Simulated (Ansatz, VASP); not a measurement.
TiNi in VASP and in Ansatz

```
CELL_PARAMETERS angstrom
4.13981 0.00000 0.00000
0.00000 2.89379 0.00000
0.00000 0.00000 4.64712
ATOMIC_POSITIONS crystal
Ni 0.75000 0.00000 0.82097
Ni 0.25000 0.00000 0.17903
Ti 0.75000 0.50000 0.27441
Ti 0.25000 0.50000 0.72559
```

Change from the starting cell: volume scaled by 1.04.

Alike in both runs: task single point; functional PBEsol; k mesh 7 × 9 × 6; occupations fermi-dirac, width 0.05 eV; collinear spin.

```csv
,VASP,Ansatz
version,VASP 6.6.1,Ansatz 0.2.0
potentials or method,"VASP PAW PBE potentials, release 64 (Ni, Ti_sv), cutoff 520 eV","all-electron LAPW, scalar-relativistic"
```

VASP gave:

* gap on the k mesh at the Fermi level (eV): none
* pressure (GPa): -8.7
* traceless stress, the component that is largest in VASP (GPa): 0.38
* rms of the force components (eV/Å): 0.068
* net moment per atom (μB): 0.00

Problem. Which values does Ansatz return?

Solution. gap on the k mesh at the Fermi level (eV): none; pressure (GPa): -8.8; traceless stress, the component that is largest in VASP (GPa): 0.36; rms of the force components (eV/Å): 0.070; net moment per atom (μB): 0.00.

VASP's potentials were made for PBE, not for PBEsol. Atom by atom the forces differ by 0.005 eV/Å (rms over components). A gap of «none» marks a metal or a gap that the smearing closes. Ansatz ran all-electron here, and VASP with PAW potentials.
